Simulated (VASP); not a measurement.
Here is a VASP 6.6.1 calculation.

INCAR

```
SYSTEM = GaSb
ALGO = Normal
EDIFF = 1E-7
ENCUT = 520
GGA = PE
ISIF = 2
ISMEAR = -1
LASPH = .True.
LCHARG = .False.
LREAL = .False.
LWAVE = .False.
NBANDS = 16
NELM = 100
PREC = Accurate
SIGMA = 0.08
```

The input KPOINTS:

```
k-points
0
Gamma
  13 13 13
  0 0 0
```

Contents of POSCAR:

```
GaSb
1.0
    0.0000000000      2.6914702768      2.6914702768
    2.6914702768      0.0000000000      2.6914702768
    2.6914702768      2.6914702768      0.0000000000
Ga Sb
1 1
Direct
    0.0000000000      0.0000000000      0.0000000000
    0.5000000000      0.5000000000      0.5000000000
```

Potentials or basis: VASP PAW PBE potentials, release 64 (Ga_d, Sb).

Run with:

```console
$ cat potpaw_PBE.64/Ga_d/POTCAR potpaw_PBE.64/Sb/POTCAR > POTCAR
$ mpirun -np 1 vasp_std > vasp.out
```

Q: Predict the pressure.

A: 21.2 GPa.

Q: What does it give for the band gap on the k mesh?

A: Zero (band 9 reaches 10.22 eV, above the bottom of band 10 at 5.99 eV).

Caveat: spin-orbit coupling is left out, which moves the levels of the heavy elements.
